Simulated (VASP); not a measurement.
# GaN (Fm-3m) in VASP: further runs, part 2 of 3

VASP 6.6.1. The steps go on from the part before.

## 3. Relaxation of cell and atoms, PBEsol

This run uses another cell than the first one, of 9.72 Å³/atom.

Input file INCAR:

```
PREC = Accurate
ENCUT = 600
EDIFF = 1E-7
ISMEAR = -1
SIGMA = 0.02
LREAL = False
LASPH = True
NELM = 100
ALGO = Normal
ISIF = 3
LWAVE = False
LCHARG = False
GGA = PS
IBRION = 2
NSW = 80
EDIFFG = -0.005
```

Input file KPOINTS:

```
regular mesh
0
Gamma
  10 10 10
```

Input file POSCAR:

```
GaN
1.0
    0.0000000000      2.1339983450      2.1339983450
    2.1339983450      0.0000000000      2.1339983450
    2.1339983450      2.1339983450      0.0000000000
Ga N
1 1
Direct
    0.0000000000      0.0000000000      0.0000000000
    0.5000000000      0.5000000000      0.5000000000
```

Potentials or basis: VASP PAW PBE potentials, release 64 (Ga_d, N).

On the command line:

```
cat potpaw_PBE.64/Ga_d/POTCAR potpaw_PBE.64/N/POTCAR > POTCAR
mpirun -np 1 vasp_std > vasp.out
```

OUTCAR:

```text
PREC = Accurate
   ENCUT = 600
   EDIFF = 1E-7
   ISMEAR = -1
   LREAL = False
   LASPH = True
   NELM = 100
   ISIF = 3
   GGA = PS
   IBRION = 2
   NSW = 80
   EDIFFG = -0.005

 ion  position               nearest neighbor table
   1  0.000  0.000  0.000-   2 2.13   2 2.13   2 2.13   2 2.13   2 2.13   2 2.13
   2  0.500  0.500  0.500-   1 2.13   1 2.13   1 2.13   1 2.13   1 2.13   1 2.13

  LATTYP: Found a face centered cubic cell.
 ALAT       =     4.2679966900

  Lattice vectors:

 A1 = (   0.0000000000,   2.1339983450,   2.1339983450)
 A2 = (   2.1339983450,   0.0000000000,   2.1339983450)
 A3 = (   2.1339983450,   2.1339983450,   0.0000000000)

Analysis of symmetry for initial positions (statically):
=====================================================================
 Subroutine PRICEL returns:
 Original cell was already a primitive cell.

 Routine SETGRP: Setting up the symmetry group for a
 face centered cubic supercell.

 Subroutine GETGRP returns: Found 48 space group operations
 (whereof 48 operations were pure point group operations)
 out of a pool of 48 trial point group operations.

The static configuration has the point symmetry O_h .

Analysis of symmetry for dynamics (positions and initial velocities):
=====================================================================
 Subroutine PRICEL returns:
 Original cell was already a primitive cell.
[... 231 lines left out ...]
  ---------------------------------------------------
  ext. energy  EPLUGINS =         0.00000000
  ---------------------------------------------------
  free energy    TOTEN  =       -12.26294120 eV

  energy without entropy =      -12.26294119  energy(sigma->0) =      -12.26294120

 E-fermi :   8.0925     XC(G=0): -13.3001

 val. band max:        7.7915165320   @ k =  -0.2000   0.2000   0.0000
 cond. band min:       8.3538372902   @ k =   0.5000   0.5000   0.0000
 fundamental gap:      0.5623207582
 Fermi energy:         8.0924703977

 k-point     1 :       0.0000    0.0000    0.0000
  band No.  band energies     occupation
      1      -9.5365      2.00000
      2      -6.1142      2.00000
      3      -6.1142      2.00000
      4      -6.1142      2.00000
      5      -6.0166      2.00000
      6      -6.0166      2.00000
      7       7.2924      2.00000
      8       7.2924      2.00000
      9       7.2924      2.00000
     10      10.0933      0.00000
     11      22.4444      0.00000
     12      22.4444      0.00000
     13      22.4444      0.00000
[... 354 lines left out ...]
  band No.  band energies     occupation
      1      -7.8237      2.00000
      2      -6.2531      2.00000
      3      -5.9770      2.00000
      4      -5.9285      2.00000
      5      -5.8735      2.00000
      6      -4.8991      2.00000
      7       2.2801      2.00000
      8       4.9646      2.00000
      9       5.3850      2.00000
     10      10.5248      0.00000
     11      16.3527      0.00000
     12      18.0980      0.00000
     13      21.2323      0.00000

 [... further k-points ...]

------------------------ aborting loop because EDIFF is reached ----------------------------------------

  FORCE on cell =-STRESS in cart. coord.  units (eV):
  Direction    XX          YY          ZZ          XY          YZ          ZX
  --------------------------------------------------------------------------------------
  -------------------------------------------------------------------------------------
  Total       -0.0033053     -0.0033053     -0.0033053     -0.0000000     -0.0000000     -0.0000000
  in kB       -0.2815620     -0.2815620     -0.2815620     -0.0000000     -0.0000000     -0.0000000
  external PRESSURE =      -0.2815620 kB  Pullay stress =       0.0000000 kB
[... 17 lines left out ...]
  FREE ENERGIE OF THE ION-ELECTRON SYSTEM (eV)
  ---------------------------------------------------
  free  energy   TOTEN  =       -12.2629412003 eV

  energy  without entropy=      -12.2629411925  energy(sigma->0) =      -12.26294120

 reached required accuracy - stopping structural energy minimisation
```

OSZICAR:

```text
N       E                     dE             d eps       ncg     rms          rms(c)
DAV:   1     0.813958380426E+02    0.81396E+02   -0.10590E+04  1374   0.280E+03
DAV:   2    -0.745517151888E+01   -0.88851E+02   -0.84237E+02  1357   0.364E+02
DAV:   3    -0.137379971475E+02   -0.62828E+01   -0.61850E+01  1357   0.869E+01
[... 25 lines left out ...]
DAV:   4    -0.122629909361E+02    0.24262E-02   -0.63916E-03  1639   0.133E+00    0.509E-02
DAV:   5    -0.122629439886E+02    0.46947E-04   -0.27881E-04  1417   0.312E-01    0.192E-02
DAV:   6    -0.122629427281E+02    0.12605E-05   -0.10406E-05  1533   0.426E-02    0.139E-02
DAV:   7    -0.122629412804E+02    0.14477E-05   -0.19634E-06  1315   0.244E-02    0.767E-04
DAV:   8    -0.122629412003E+02    0.80110E-07   -0.23392E-07   917   0.167E-02
   3 F= -.12262941E+02 E0= -.12262941E+02  d E =-.144224E-01
```

Wall time 64 s (1 thread of Intel Xeon 8259CL, shared host); peak memory 0.16 GiB.

What came out:

* Free energy: -12.2629 eV
* Relaxed volume: 9.40 Å³/atom
* Relaxed cell: a = 2.985 Å, b = 2.985 Å, c = 2.985 Å, α = 60.00°, β = 60.00°, γ = 60.00°
* Space group after relaxing (to 0.1 Å): Fm-3m (No. 225)
* Energy gained by relaxing: 7.2 meV/atom
* Ionic steps: 3
* Pressure after relaxing: 0.0 GPa
* Band gap on the k mesh: 0.56 eV (least direct gap 2.80 eV)

The path:
```tsv
step	energy change (eV)	largest force (eV/Å)	pressure (GPa)	volume (Å³)
1	0.0000	0.0000	-7.11	19.44
2	-0.0018	0.0000	7.44	18.25
3	-0.0144	0.0000	-0.03	18.81
```

Final structure:
```cif
data_structure
_symmetry_space_group_name_H-M 'P 1'
_symmetry_Int_Tables_number 1
_cell_length_a 2.9851
_cell_length_b 2.9851
_cell_length_c 2.9851
_cell_angle_alpha 60.000
_cell_angle_beta 60.000
_cell_angle_gamma 60.000
_cell_volume 18.81
loop_
_atom_site_label
_atom_site_type_symbol
_atom_site_fract_x
_atom_site_fract_y
_atom_site_fract_z
_atom_site_occupancy
Ga1 Ga 0.00000 0.00000 0.00000 1
N1 N 0.50000 0.50000 0.50000 1
```

Levels at points of the mesh, in eV from the valence-band top:
```csv
k point,band 5,band 6,band 7,band 8,band 9,band 10,band 11,band 12,band 13
"(0.00, 0.00, 0.00)",-13.81,-13.81,-0.50,-0.50,-0.50,2.30,14.65,14.65,14.65
"(0.50, 0.00, 0.00)",-13.67,-13.67,-8.31,-0.14,-0.14,4.64,9.02,9.02,9.45
"(0.50, 0.50, 0.00)",-13.62,-10.88,-7.21,-3.07,-3.07,0.56,7.71,11.91,14.49
```

Caveat: the structure was generated, so it needn't be the stable form of GaN; the PAW data sets were made with another functional, which shifts forces and pressure a little.

## 4. Relaxation of cell and atoms, LDA

This run uses another cell than the first one, of 9.72 Å³/atom.

Input file INCAR:

```
PREC = Accurate
ENCUT = 600
EDIFF = 1E-6
ISMEAR = -1
SIGMA = 0.02
LREAL = F
LASPH = T
NELM = 80
ALGO = Normal
ISIF = 3
LWAVE = F
LCHARG = F
GGA = CA
IBRION = 2
NSW = 80
EDIFFG = -0.005
```

KPOINTS is that of step 3.

POSCAR is that of step 3.

Potentials or basis: VASP PAW LDA potentials, release 64 (Ga_d, N).

On the command line:

```
cat potpaw_LDA.64/Ga_d/POTCAR potpaw_LDA.64/N/POTCAR > POTCAR
mpirun -np 1 vasp_std > vasp.out
```

OUTCAR:

```text
PREC = Accurate
   ENCUT = 600
   EDIFF = 1E-6
   ISMEAR = -1
   LREAL = F
   LASPH = T
   NELM = 80
   ISIF = 3
   GGA = CA
   IBRION = 2
   NSW = 80
   EDIFFG = -0.005

 ion  position               nearest neighbor table
   1  0.000  0.000  0.000-   2 2.13   2 2.13   2 2.13   2 2.13   2 2.13   2 2.13
   2  0.500  0.500  0.500-   1 2.13   1 2.13   1 2.13   1 2.13   1 2.13   1 2.13

  LATTYP: Found a face centered cubic cell.
 ALAT       =     4.2679966900

  Lattice vectors:

 A1 = (   0.0000000000,   2.1339983450,   2.1339983450)
 A2 = (   2.1339983450,   0.0000000000,   2.1339983450)
 A3 = (   2.1339983450,   2.1339983450,   0.0000000000)

Analysis of symmetry for initial positions (statically):
=====================================================================
 Subroutine PRICEL returns:
 Original cell was already a primitive cell.

 Routine SETGRP: Setting up the symmetry group for a
 face centered cubic supercell.

 Subroutine GETGRP returns: Found 48 space group operations
 (whereof 48 operations were pure point group operations)
 out of a pool of 48 trial point group operations.

The static configuration has the point symmetry O_h .

Analysis of symmetry for dynamics (positions and initial velocities):
=====================================================================
 Subroutine PRICEL returns:
 Original cell was already a primitive cell.

 Routine SETGRP: Setting up the symmetry group for a
 face centered cubic supercell.

 Subroutine GETGRP returns: Found 48 space group operations
 (whereof 48 operations were pure point group operations)
 out of a pool of 48 trial point group operations.

The dynamic configuration has the point symmetry O_h .

 Subroutine INISYM returns: Found 48 space group operations
 (whereof 48 operations are pure point group operations),
 and found     1 'primitive' translations

----------------------------------------------------------------------------------------

[... 135 lines left out ...]
  ---------------------------------------------------
  ext. energy  EPLUGINS =         0.00000000
  ---------------------------------------------------
  free energy    TOTEN  =       -13.04125296 eV

  energy without entropy =      -13.04124517  energy(sigma->0) =      -13.04124907

------------------------ aborting loop because EDIFF is reached ----------------------------------------

  FORCE on cell =-STRESS in cart. coord.  units (eV):
  Direction    XX          YY          ZZ          XY          YZ          ZX
  --------------------------------------------------------------------------------------
  -------------------------------------------------------------------------------------
  Total       -1.5059819     -1.5059819     -1.5059819      0.0000000      0.0000000     -0.0000000
  in kB     -124.1418207   -124.1418207   -124.1418207      0.0000000      0.0000000     -0.0000000
  external PRESSURE =    -124.1418207 kB  Pullay stress =       0.0000000 kB
[... 167 lines left out ...]
--------------------------------------- Ionic step        6  -------------------------------------------

 number of electron      18.0000001 magnetization

 Free energy of the ion-electron system (eV)
  ---------------------------------------------------
  ext. energy  EPLUGINS =         0.00000000
  ---------------------------------------------------
  free energy    TOTEN  =       -13.08482703 eV

  energy without entropy =      -13.08482703  energy(sigma->0) =      -13.08482703

 E-fermi :   8.3314     XC(G=0): -13.6370

 val. band max:        8.0048501145   @ k =  -0.2000   0.2000   0.0000
 cond. band min:       8.6194440686   @ k =   0.5000   0.5000   0.0000
 fundamental gap:      0.6145939541
 Fermi energy:         8.3314063545

 k-point     1 :       0.0000    0.0000    0.0000
  band No.  band energies     occupation
      1      -9.4503      2.00000
      2      -6.0620      2.00000
      3      -6.0620      2.00000
      4      -6.0620      2.00000
      5      -5.9572      2.00000
      6      -5.9572      2.00000
      7       7.4729      2.00000
      8       7.4729      2.00000
      9       7.4729      2.00000
     10      10.6575      0.00000
     11      22.8451      0.00000
     12      22.8451      0.00000
     13      22.8451      0.00000
[... 354 lines left out ...]
  band No.  band energies     occupation
      1      -7.7247      2.00000
      2      -6.2096      2.00000
      3      -5.9160      2.00000
      4      -5.8662      2.00000
      5      -5.8069      2.00000
      6      -4.7495      2.00000
      7       2.4817      2.00000
      8       5.1077      2.00000
      9       5.5284      2.00000
     10      10.7989      0.00000
     11      16.6775      0.00000
     12      18.4855      0.00000
     13      21.5848      0.00000

 [... further k-points ...]

------------------------ aborting loop because EDIFF is reached ----------------------------------------

  FORCE on cell =-STRESS in cart. coord.  units (eV):
  Direction    XX          YY          ZZ          XY          YZ          ZX
  --------------------------------------------------------------------------------------
  -------------------------------------------------------------------------------------
  Total        0.0047790      0.0047790      0.0047790      0.0000000      0.0000000      0.0000000
  in kB        0.4168948      0.4168948      0.4168948      0.0000000      0.0000000      0.0000000
  external PRESSURE =       0.4168948 kB  Pullay stress =       0.0000000 kB
[... 17 lines left out ...]
  FREE ENERGIE OF THE ION-ELECTRON SYSTEM (eV)
  ---------------------------------------------------
  free  energy   TOTEN  =       -13.0848270284 eV

  energy  without entropy=      -13.0848270261  energy(sigma->0) =      -13.08482703

 reached required accuracy - stopping structural energy minimisation
```

OSZICAR:

```text
N       E                     dE             d eps       ncg     rms          rms(c)
DAV:   1     0.804001158931E+02    0.80400E+02   -0.10611E+04  1379   0.279E+03
DAV:   2    -0.870118331676E+01   -0.89101E+02   -0.84526E+02  1367   0.361E+02
DAV:   3    -0.147338053601E+02   -0.60326E+01   -0.59357E+01  1362   0.816E+01
DAV:   4    -0.148146232402E+02   -0.80818E-01   -0.80757E-01  1451   0.954E+00
[... 45 lines left out ...]
DAV:   1    -0.130849359639E+02   -0.12037E-03   -0.15692E-03  1417   0.114E+00    0.631E-02
DAV:   2    -0.130848528171E+02    0.83147E-04   -0.13211E-04  1472   0.409E-01    0.298E-02
DAV:   3    -0.130848292857E+02    0.23531E-04   -0.31648E-05  1457   0.212E-01    0.591E-03
DAV:   4    -0.130848270413E+02    0.22444E-05   -0.41788E-06  1209   0.304E-02    0.946E-04
DAV:   5    -0.130848270284E+02    0.12978E-07   -0.13630E-07   611   0.466E-03
   6 F= -.13084827E+02 E0= -.13084827E+02  d E =-.447458E-05
```

CONTCAR:

```text
GaN
   1.00000000000000
     0.0000000000000000    2.0940927313893929    2.0940927313893929
     2.0940927313893929    0.0000000000000000    2.0940927313893929
     2.0940927313893929    2.0940927313893929   -0.0000000000000000
  Ga              N
     1     1
Direct
     0.0000000000000000    0.0000000000000000    0.0000000000000000
     0.5000000000000000    0.5000000000000000    0.5000000000000000

  0.00000000E+00  0.00000000E+00  0.00000000E+00
  0.00000000E+00  0.00000000E+00  0.00000000E+00
```

Run time: 81 s. Hardware: 1 thread of Intel Xeon 8259CL, shared host; peak memory 0.15 GiB.

What came out:

```yaml
Free_energy: -13.0848 eV
Relaxed_volume: 9.18 Å³/atom
Relaxed_cell: a = 2.961 Å, b = 2.961 Å, c = 2.961 Å, α = 60.00°, β = 60.00°, γ = 60.00°
Space_group_after_relaxing_to_0.1_Å: Fm-3m (No. 225)
Energy_gained_by_relaxing: 21.8 meV/atom
Ionic_steps: 6
Pressure_after_relaxing: 0.0 GPa
Band_gap_on_the_k_mesh: 0.61 eV (least direct gap 3.18 eV)
```

The path:
| step | energy change (eV) | largest force (eV/Å) | pressure (GPa) | volume (Å³) |
| --- | --- | --- | --- | --- |
| 1 | 0.0000 | 0.0000 | -12.41 | 19.44 |
| 2 | 0.0006 | 0.0000 | 15.33 | 17.39 |
| 3 | -0.0436 | 0.0000 | -0.15 | 18.38 |
| 4 | -0.0436 | 0.0000 | 0.19 | 18.36 |
| 5 | -0.0436 | 0.0000 | -0.30 | 18.38 |
| 6 | -0.0436 | 0.0000 | 0.04 | 18.37 |

Final structure:
```
CELL_PARAMETERS angstrom
0.00000 2.09409 2.09409
2.09409 0.00000 2.09409
2.09409 2.09409 0.00000
ATOMIC_POSITIONS crystal
Ga 0.00000 0.00000 0.00000
N 0.50000 0.50000 0.50000
```

Caveat: the structure was generated, so it needn't be the stable form of GaN. A k mesh can miss the band edges.

(Part 2 of 3 ends here.)
